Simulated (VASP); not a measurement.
Input of a VASP 6.6.1 run:

File POSCAR:

```
ZnS
1.0
   -2.7046500000     -2.7046500000      0.0000000000
    2.7046500000     -2.7046500000      0.0000000000
    0.0000000000      0.0000000000     10.5186000000
Zn S
4 4
Direct
    0.0000000000      0.0000000000      0.9642383492
    0.5000000000      0.5000000000      0.1928476698
    0.0000000000      0.0000000000      0.4499778963
    0.5000000000      0.5000000000      0.7071081228
    0.5000000000      0.0000000000      0.3214127831
    0.0000000000      0.5000000000      0.5785430095
    0.5000000000      0.0000000000      0.8356732360
    0.0000000000      0.5000000000      0.0642825566
```

INCAR.step1

```
SYSTEM = ZnS
PREC = Accurate ; ENCUT = 520
ISMEAR = 0 ; SIGMA = 0.05
LREAL = .FALSE. ; LASPH = .TRUE.
NELM = 60 ; NBANDS = 46
GGA = PE ; ALGO = Normal
EDIFF = 1E-4 ; LWAVE = .TRUE.
LCHARG = .FALSE.
```

The input INCAR.step2:

```
SYSTEM = ZnS
PREC = Accurate ; ENCUT = 520
EDIFF = 1E-6 ; ISMEAR = 0
SIGMA = 0.05 ; LREAL = .FALSE.
LASPH = .TRUE. ; NELM = 60
ALGO = Normal ; ISIF = 2
LWAVE = .FALSE. ; LCHARG = .FALSE.
METAGGA = R2SCAN ; LMIXTAU = .TRUE.
NBANDS = 46 ; ISTART = 1
```

Contents of KPOINTS:

```
Automatic mesh
0
G
  6 6 2
  0 0 0
```

Potentials or basis: VASP PAW PBE potentials, release 64 (Zn, S).

Command:

```sh
$ cat potpaw_PBE.64/Zn/POTCAR potpaw_PBE.64/S/POTCAR > POTCAR
$ cp INCAR.step1 INCAR
$ mpirun -np 1 vasp_std > vasp.out
$ cp INCAR.step2 INCAR
$ mpirun -np 1 vasp_std > vasp.out
```

(1) What does it give for the band gap on the k mesh?

(2) Predict the largest force.

(3) Predict the pressure.

Results:

(1) 2.69 eV.

(2) 1.708 eV/Å.

(3) 1.8 GPa.

Caveat: the cell differs from its parent crystal (the distance across one plane changed); the PAW data sets were made with another functional, which shifts forces and pressure a little.
